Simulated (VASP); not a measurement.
# In3GaP4 (Amm2) in VASP: further runs

The runs below take In3GaP4 through single point, with PBE, r2SCAN.

All numbers are computed with VASP 6.6.1; they aren't measurements. Logs are shortened: lines on timing, memory, paths and dates and some standing lists are left out, and cuts for length are marked.

## 1. The cell of the first run

Symmetry: Amm2, No. 38, orthorhombic system. The conventional cell has a = 4.094 Å, b = 8.198 Å, c = 11.604 Å, α = 90.00°, β = 90.00°, γ = 90.00°. Within 3.2 Å of Ga (site symmetry mm2) lie 4 P at 2.40 to 2.45 Å. In (site symmetry m) has 4 P at 2.52 to 2.58 Å within 3.3 Å. Within 3.3 Å of In (site symmetry mm2) lie 4 P at 2.51 to 2.54 Å. P (site symmetry mm2) has 2 Ga at 2.45 Å and 2 In at 2.58 Å within 3.2 Å. Within 3.2 Å of P (site symmetry m) lie 1 Ga at 2.40 Å and 3 In at 2.54 to 2.55 Å. P (site symmetry mm2) has 4 In at 2.51 to 2.52 Å within 3.3 Å.

## 2. Single point, PBE

Contents of INCAR:

```
SYSTEM = In3GaP4
PREC = Accurate ; ENCUT = 520
EDIFF = 1E-6 ; ISMEAR = -1
SIGMA = 0.02 ; LREAL = .FALSE.
LASPH = .TRUE. ; NELM = 80
ALGO = Normal ; ISIF = 2
LWAVE = .FALSE. ; LCHARG = .FALSE.
GGA = PE ; NBANDS = 46
```

Contents of KPOINTS:

```
regular mesh
0
G
  6 4 4
  0 0 0
```

Contents of POSCAR:

```
In3GaP4
1.0
    4.0944716147      0.0000000000      0.0000000000
    0.0000000000      4.0989147696      5.8020774311
    0.0000000000     -4.0989147696      5.8020774311
Ga In P
1 3 4
Direct
    0.0000000000     -0.0003972313     -0.0003972313
    0.5000000000      0.0007435020      0.4994344650
    0.5000000000      0.4994344650      0.0007435020
    0.0000000000      0.4993398855      0.4993398855
    0.5000000000      0.1148846643      0.1148846643
    0.0000000000      0.1195913488      0.6414721486
    0.0000000000      0.6414721486      0.1195913488
    0.5000000000      0.6249312173      0.6249312173
```

Potentials or basis: VASP PAW PBE potentials, release 64 (Ga_d, In_d, P).

Started as:

```bash
cat potpaw_PBE.64/Ga_d/POTCAR potpaw_PBE.64/In_d/POTCAR potpaw_PBE.64/P/POTCAR > POTCAR
mpirun -np 1 vasp_std > vasp.out
```

OUTCAR:

```text
SYSTEM = In3GaP4
   PREC = Accurate
   ENCUT = 520
   EDIFF = 1E-6
   ISMEAR = -1
   LREAL = .FALSE.
   LASPH = .TRUE.
   NELM = 80
   ISIF = 2
   GGA = PE

 ion  position               nearest neighbor table
   1  0.000  1.000  1.000-   6 2.40   7 2.40   5 2.45   5 2.45
   2  0.500  0.001  0.499-   8 2.52   6 2.55   6 2.55   5 2.58
   3  0.500  0.499  0.001-   8 2.52   7 2.55   7 2.55   5 2.58
   4  0.000  0.499  0.499-   8 2.51   8 2.51   6 2.54   7 2.54
   5  0.500  0.115  0.115-   1 2.45   1 2.45   3 2.58   2 2.58
   6  0.000  0.120  0.641-   1 2.40   4 2.54   2 2.55   2 2.55
   7  0.000  0.641  0.120-   1 2.40   4 2.54   3 2.55   3 2.55
   8  0.500  0.625  0.625-   4 2.51   4 2.51   2 2.52   3 2.52

  LATTYP: Found a base centered orthorhombic cell.
 ALAT       =     8.1978295392
 B/A-ratio  =     1.4155155101
 C/A-ratio  =     0.4994580084

  Lattice vectors:

 A1 = (   0.0000000000,   4.0989147696,  -5.8020774311)
 A2 = (   0.0000000000,   4.0989147696,   5.8020774311)
 A3 = (   4.0944716147,   0.0000000000,   0.0000000000)

Analysis of symmetry for initial positions (statically):
=====================================================================
 Subroutine PRICEL returns:
 Original cell was already a primitive cell.

 Routine SETGRP: Setting up the symmetry group for a
 base centered orthorhombic supercell.

 Subroutine GETGRP returns: Found  4 space group operations
 (whereof  4 operations were pure point group operations)
 out of a pool of  8 trial point group operations.

The static configuration has the point symmetry C_2v.

Analysis of symmetry for dynamics (positions and initial velocities):
=====================================================================
 Subroutine PRICEL returns:
 Original cell was already a primitive cell.

 Routine SETGRP: Setting up the symmetry group for a
 base centered orthorhombic supercell.

 Subroutine GETGRP returns: Found  4 space group operations
 (whereof  4 operations were pure point group operations)
 out of a pool of  8 trial point group operations.

The dynamic configuration has the point symmetry C_2v.

 Subroutine INISYM returns: Found  4 space group operations
 (whereof  4 operations are pure point group operations),
 and found     1 'primitive' translations

----------------------------------------------------------------------------------------

                                     Primitive cell

  volume of cell :     194.7513

  direct lattice vectors                    reciprocal lattice vectors
     4.094471615  0.000000000  0.000000000     0.244231758  0.000000000  0.000000000
     0.000000000  4.098914770  5.802077431     0.000000000  0.121983507  0.086176030
     0.000000000 -4.098914770  5.802077431     0.000000000 -0.121983507  0.086176030

  length of vectors
     4.094471615  7.103886599  7.103886599     0.244231758  0.149352885  0.149352885

  position of ions in fractional coordinates (direct lattice)
     0.000000000  0.999602769  0.999602769
     0.500000000  0.000743502  0.499434465
     0.500000000  0.499434465  0.000743502
     0.000000000  0.499339885  0.499339885
     0.500000000  0.114884664  0.114884664
     0.000000000  0.119591349  0.641472149
     0.000000000  0.641472149  0.119591349
     0.500000000  0.624931217  0.624931217

  ion indices of the primitive-cell ions
   primitive index   ion index
                 1           1
                 2           2
                 3           3
                 4           4
                 5           5
                 6           6
                 7           7
                 8           8

----------------------------------------------------------------------------------------

 KPOINTS: regular mesh

Automatic generation of k-mesh.
 Grid dimensions read from file:
 generate k-points for:    6    4    4

 Generating k-lattice:

  Cartesian coordinates                     Fractional coordinates (reciprocal lattice)
     0.040705293  0.000000000  0.000000000     0.166666667  0.000000000  0.000000000
     0.000000000  0.030495877  0.021544008     0.000000000  0.250000000 -0.000000000
     0.000000000 -0.030495877  0.021544008     0.000000000 -0.000000000  0.250000000

  Length of vectors
     0.040705293  0.037338221  0.037338221

  Shift w.r.t. Gamma in fractional coordinates (k-lattice)
     0.000000000  0.000000000  0.000000000

 Subroutine IBZKPT returns following result:
 ===========================================

 Found     28 irreducible k-points:

 Following reciprocal coordinates:
            Coordinates               Weight
  0.000000  0.000000  0.000000      1.000000
  0.166667  0.000000  0.000000      2.000000
  0.333333  0.000000  0.000000      2.000000
  0.500000  0.000000  0.000000      1.000000
  0.000000  0.250000  0.000000      4.000000
  0.166667  0.250000  0.000000      8.000000
[... 16 lines left out ...]
  0.333333 -0.250000  0.250000      4.000000
  0.500000 -0.250000  0.250000      2.000000
[... 40 lines left out ...]
  volume/ion in A,a.u.               =      24.34       164.28
  Fermi-wavevector in a.u.,A,eV,Ry     =   1.174967  2.220365 18.783480  1.380547
  Thomas-Fermi vector in A             =   2.311355
   LORBIT       =      0    0 simple, 1 ext, 2 COOP (PROOUT), +10 PAW based schemes
   GGA     = PE    functional components
   LHFCALC =     F    Hartree Fock is set to
   AEXX    =    0.0000 exact exchange contribution
   IVDW    =     0    specifies the selected vdW correction
   LEPSILON=     F    determine dielectric tensor
   LRPA    =     F    only Hartree local field effects (RPA)
 non-spin polarized calculation
  energy-cutoff  :      520.00
  volume of cell :      194.75
 maximum number of plane-waves:      5265
   NGX = 15   NGY = 27   NGZ = 27

 number of electron      72.0000003 magnetization

 Free energy of the ion-electron system (eV)
  ---------------------------------------------------
  ext. energy  EPLUGINS =         0.00000000
  ---------------------------------------------------
  free energy    TOTEN  =       -34.12349958 eV

  energy without entropy =      -34.12349957  energy(sigma->0) =      -34.12349957

 E-fermi :   5.2334     XC(G=0):  -9.3315

 val. band max:        4.9512264776   @ k =   0.0000   0.0000   0.0000
 cond. band min:       5.5133996932   @ k =   0.0000   0.0000   0.0000
 fundamental gap:      0.5621732156
 Fermi energy:         5.2333794002

 k-point     1 :       0.0000    0.0000    0.0000
  band No.  band energies     occupation
      1      -9.7454      2.00000
      2      -9.7373      2.00000
      3      -9.6930      2.00000
      4      -9.6542      2.00000
      5      -9.6345      2.00000
      6      -9.4165      2.00000
[... 38 lines left out ...]
     45       9.6025      0.00000
     46       9.7244      0.00000

 k-point     2 :       0.1667    0.0000    0.0000
  band No.  band energies     occupation
      1      -9.7405      2.00000
      2      -9.7369      2.00000
      3      -9.6983      2.00000
      4      -9.6525      2.00000
      5      -9.6365      2.00000
      6      -9.4080      2.00000
[... 38 lines left out ...]
     45       9.3028      0.00000
     46       9.6200      0.00000

 k-point     3 :       0.3333    0.0000    0.0000
  band No.  band energies     occupation
      1      -9.7362      2.00000
      2      -9.7354      2.00000
      3      -9.7046      2.00000
      4      -9.6485      2.00000
      5      -9.6404      2.00000
      6      -9.3992      2.00000
[... 38 lines left out ...]
     45      10.0235      0.00000
     46      10.2867      0.00000

 k-point     4 :       0.5000    0.0000    0.0000
  band No.  band energies     occupation
      1      -9.7363      2.00000
      2      -9.7360      2.00000
      3      -9.7045      2.00000
      4      -9.6462      2.00000
      5      -9.6424      2.00000
      6      -9.3994      2.00000
[... 920 lines left out ...]
     45      10.1211      0.00000
     46      10.2196      0.00000

 k-point    23 :       0.3333   -0.2500    0.2500
  band No.  band energies     occupation
      1      -9.7373      2.00000
      2      -9.7360      2.00000
      3      -9.7031      2.00000
      4      -9.6485      2.00000
      5      -9.6407      2.00000
      6      -9.3960      2.00000
[... 38 lines left out ...]
     45      10.4252      0.00000
     46      10.5932      0.00000

 k-point    24 :       0.5000   -0.2500    0.2500
  band No.  band energies     occupation
      1      -9.7384      2.00000
      2      -9.7377      2.00000
      3      -9.7027      2.00000
      4      -9.6464      2.00000
      5      -9.6429      2.00000
      6      -9.4048      2.00000
[... 38 lines left out ...]
     45      10.7303      0.00000
     46      10.7872      0.00000

 [... further k-points ...]
[... 5 lines left out ...]
  --------------------------------------------------------------------------------------
  -------------------------------------------------------------------------------------
  Total        2.1731397      2.1489442      2.1309610      0.0000000      0.0000000      0.0000000
  in kB       17.8779599     17.6789090     17.5309650      0.0000000      0.0000000      0.0000000
  external PRESSURE =      17.6959446 kB  Pullay stress =       0.0000000 kB

 VOLUME and BASIS-vectors are now :
 -----------------------------------------------------------------------------
  energy-cutoff  :      520.00
  volume of cell :      194.75
      direct lattice vectors                 reciprocal lattice vectors
     4.094471615  0.000000000  0.000000000     0.244231758  0.000000000  0.000000000
     0.000000000  4.098914770  5.802077431     0.000000000  0.121983507  0.086176030
     0.000000000 -4.098914770  5.802077431     0.000000000 -0.121983507  0.086176030

 POSITION                                       TOTAL-FORCE (eV/Angst)
 -----------------------------------------------------------------------------------
      0.00000      0.00000     11.59955         0.000000      0.000000      0.030232
      2.04724     -2.04409      2.90207         0.000000      0.025941     -0.001062
      2.04724      2.04409      2.90207         0.000000     -0.025941     -0.001062
      0.00000      0.00000      5.79442         0.000000      0.000000     -0.018409
      2.04724      0.00000      1.33314         0.000000      0.000000      0.010722
      0.00000     -2.13914      4.41575         0.000000      0.014030     -0.010837
      0.00000      2.13914      4.41575         0.000000     -0.014030     -0.010837
      2.04724      0.00000      7.25180         0.000000      0.000000      0.001253
 -----------------------------------------------------------------------------------
    total drift:                                0.000000      0.000000      0.000438

  FREE ENERGIE OF THE ION-ELECTRON SYSTEM (eV)
  ---------------------------------------------------
  free  energy   TOTEN  =       -34.1234995789 eV

  energy  without entropy=      -34.1234995684  energy(sigma->0) =      -34.12349957
```

It took 3.6 min on 1 thread of Oxide Virtual Turin-like, shared host; peak memory 0.38 GiB.

What came out:

```yaml
Free_energy: -34.1235 eV
Pressure: 1.8 GPa
Largest_force: 0.030 eV/Å
Band_gap_on_the_k_mesh: 0.56 eV
```

Forces in eV/Å, atoms in the order of the input:
```
Ga   0.000  0.000  0.030
In   0.000  0.026 -0.001
In   0.000 -0.026 -0.001
In   0.000  0.000 -0.018
P    0.000  0.000  0.011
P    0.000  0.014 -0.011
P    0.000 -0.014 -0.011
P    0.000  0.000  0.001
```

Caveat: semilocal functionals underestimate gaps, and a narrow one can read as zero; spin-orbit coupling is left out, which moves the levels of the heavy elements.

## 3. Single point, PBE

This run uses another cell than the first one, of 25.02 Å³/atom.

Contents of INCAR:

```
ALGO = Normal ; EDIFF = 1E-6
ENCUT = 520 ; GGA = PE
ISIF = 2 ; ISMEAR = -1
LASPH = True ; LCHARG = False
LREAL = False ; LWAVE = False
NBANDS = 46 ; NELM = 80
PREC = Accurate ; SIGMA = 0.02
```

Contents of KPOINTS:

```
k-points
0
Gamma
  6 4 4
```

Contents of POSCAR:

```
In3GaP4
1.0
    4.1338923175      0.0000000000      0.0000000000
    0.0000000000      4.1358371061      5.8525247439
    0.0000000000     -4.1358371061      5.8525247439
Ga In P
1 3 4
Direct
    0.0000000000     -0.0003440994     -0.0003440994
    0.5000000000      0.0006733124      0.4995232682
    0.5000000000      0.4995232682      0.0006733124
    0.0000000000      0.4994029706      0.4994029706
    0.5000000000      0.1151401329      0.1151401329
    0.0000000000      0.1196785089      0.6410438207
    0.0000000000      0.6410438207      0.1196785089
    0.5000000000      0.6248820858      0.6248820858
```

Potentials or basis: VASP PAW PBE potentials, release 64 (Ga_d, In_d, P).

Started as:

```bash
cat potpaw_PBE.64/Ga_d/POTCAR potpaw_PBE.64/In_d/POTCAR potpaw_PBE.64/P/POTCAR > POTCAR
mpirun -np 1 vasp_std > vasp.out
```

Wall time 4.3 min (1 thread of Oxide Virtual Turin-like, shared host); peak memory 0.39 GiB.

The run converged. Its results:

| Item | Value |
| --- | --- |
| Free energy | -34.1532 eV |
| Pressure | 0.0 GPa |
| Largest force | 0.007 eV/Å |
| Band gap on the k mesh | 0.43 eV |

Forces in eV/Å, atoms in the order of the input:
```
Ga   0.000  0.000 -0.002
In   0.000 -0.003  0.000
In   0.000  0.003  0.000
In   0.000  0.000  0.002
P    0.000  0.000  0.006
P    0.000  0.007 -0.003
P    0.000 -0.007 -0.003
P    0.000  0.000 -0.001
```

Levels at points of the mesh, in eV from the valence-band top:
```
           k point  band 33  band 34  band 35  band 36  band 37  band 38  band 39  band 40
(0.00, 0.00, 0.00)    -0.83    -0.06    -0.05     0.00     0.43     1.33     1.48     1.79
(0.50, 0.00, 0.00)    -2.76    -2.71    -1.19    -0.90     2.61     3.13     4.17     4.23
(0.00, 0.50, 0.00)    -0.74    -0.64    -0.45    -0.45     1.29     1.97     2.33     2.70
(0.50, 0.50, 0.00)    -1.94    -1.73    -1.61    -1.59     2.23     2.25     2.68     2.71
(0.00, 0.50, 0.50)    -1.26    -1.25    -1.04    -0.90     2.04     2.32     2.85     3.11
(0.50, 0.50, 0.50)    -1.13    -0.96    -0.96    -0.84     1.20     1.38     1.78     1.82
```

Caveat: semilocal functionals underestimate gaps, and a narrow one can read as zero; spin-orbit coupling is left out, which moves the levels of the heavy elements.

## 4. Single point, r2SCAN

Contents of POSCAR:

```
In3GaP4
1.0
    4.0944716147      0.0000000000      0.0000000000
    0.0000000000      4.0989147696      5.8020774311
    0.0000000000     -4.0989147696      5.8020774311
Ga In P
1 3 4
Direct
    0.0000000000     -0.0003972313     -0.0003972313
    0.5000000000      0.0007435020      0.4994344650
    0.5000000000      0.4994344650      0.0007435020
    0.0000000000      0.4993398855      0.4993398855
    0.5000000000      0.1148846643      0.1148846643
    0.0000000000      0.1195913488      0.6414721486
    0.0000000000      0.6414721486      0.1195913488
    0.5000000000      0.6249312173      0.6249312173
```

Contents of INCAR.step1:

```
SYSTEM = In3GaP4
  PREC = Accurate
  ENCUT = 520
  ISMEAR = -1
  SIGMA = 0.02
  LREAL = .FALSE.
  LASPH = .TRUE.
  NELM = 100
  NBANDS = 46
  GGA = PE
  ALGO = Normal
  EDIFF = 1E-4
  LWAVE = .TRUE.
  LCHARG = .FALSE.
```

Contents of INCAR.step2:

```
SYSTEM = In3GaP4
  PREC = Accurate
  ENCUT = 520
  EDIFF = 1E-7
  ISMEAR = -1
  SIGMA = 0.02
  LREAL = .FALSE.
  LASPH = .TRUE.
  NELM = 100
  ALGO = Normal
  ISIF = 2
  LWAVE = .FALSE.
  LCHARG = .FALSE.
  METAGGA = R2SCAN
  LMIXTAU = .TRUE.
  NBANDS = 46
  ISTART = 1
```

Contents of KPOINTS:

```
Automatic mesh
0
G
  6 4 4
  0 0 0
```

Started as:

```bash
cat potpaw_PBE.64/Ga_d/POTCAR potpaw_PBE.64/In_d/POTCAR potpaw_PBE.64/P/POTCAR > POTCAR
cp INCAR.step1 INCAR
mpirun -np 1 vasp_std > vasp.out
cp INCAR.step2 INCAR
mpirun -np 1 vasp_std > vasp.out
```

Wall time 19 min (1 thread of Oxide Virtual Turin-like, shared host); peak memory 0.41 GiB.

The run converged. Its results:

```
Free energy            : -118.1381 eV
Pressure               : -0.1 GPa
Largest force          : 0.009 eV/Å
Band gap on the k mesh : 0.96 eV
```

Forces in eV/Å, atoms in the order of the input:
```
Ga   0.000  0.000  0.009
In   0.000 -0.004 -0.003
In   0.000  0.004 -0.003
In   0.000  0.000  0.004
P    0.000  0.000  0.005
P    0.000  0.005 -0.005
P    0.000 -0.005 -0.005
P    0.000  0.000 -0.002
```

Levels at points of the mesh, in eV from the valence-band top:
```tsv
k point	band 33	band 34	band 35	band 36	band 37	band 38	band 39	band 40
(0.00, 0.00, 0.00)	-0.89	-0.06	-0.05	0.00	0.96	1.76	1.92	2.02
(0.50, 0.00, 0.00)	-2.97	-2.91	-1.29	-0.97	3.00	3.59	4.54	4.64
(0.00, 0.50, 0.00)	-0.81	-0.70	-0.49	-0.48	1.68	2.45	2.65	3.03
(0.50, 0.50, 0.00)	-2.11	-1.88	-1.75	-1.72	2.52	2.52	3.00	3.03
(0.00, 0.50, 0.50)	-1.36	-1.35	-1.12	-0.97	2.33	2.58	3.20	3.56
(0.50, 0.50, 0.50)	-1.23	-1.04	-1.04	-0.91	1.58	1.72	1.98	2.10
```

Caveat: the PAW data sets were made with another functional, which shifts forces and pressure a little; spin-orbit coupling is left out, which moves the levels of the heavy elements.

## 5. Summary

| level | cell | gap on the mesh (eV) | pressure (GPa) | largest force (eV/Å) |
| --- | --- | --- | --- | --- |
| PBE | a = 4.094, b = 7.104, c = 7.104 Å, angles 70.5, 90.0, 90.0°, 8 atoms, atomic positions A | 0.56 | 1.8 | 0.03 |
| PBE | a = 4.134, b = 7.166, c = 7.166 Å, angles 70.5, 90.0, 90.0°, 8 atoms, atomic positions B | 0.43 | 0.0 | 0.01 |
| r2SCAN | a = 4.094, b = 7.104, c = 7.104 Å, angles 70.5, 90.0, 90.0°, 8 atoms, atomic positions A | 0.96 | -0.1 | 0.01 |

Alike in all rows: task single point; potentials or basis VASP PAW PBE potentials, release 64 (Ga_d, In_d, P); no spin polarisation; k mesh 6 × 4 × 4; cutoff (eV) 520; smearing fermi-dirac 0.02 eV.

Caveats: spin-orbit coupling is left out, which moves the levels of the heavy elements; semilocal functionals underestimate gaps, and a narrow one can read as zero (at least some runs); the PAW data sets were made with another functional, which shifts forces and pressure a little (at least some runs).

Total energies depend on the potentials used, so only differences within one code and one set of settings carry meaning.
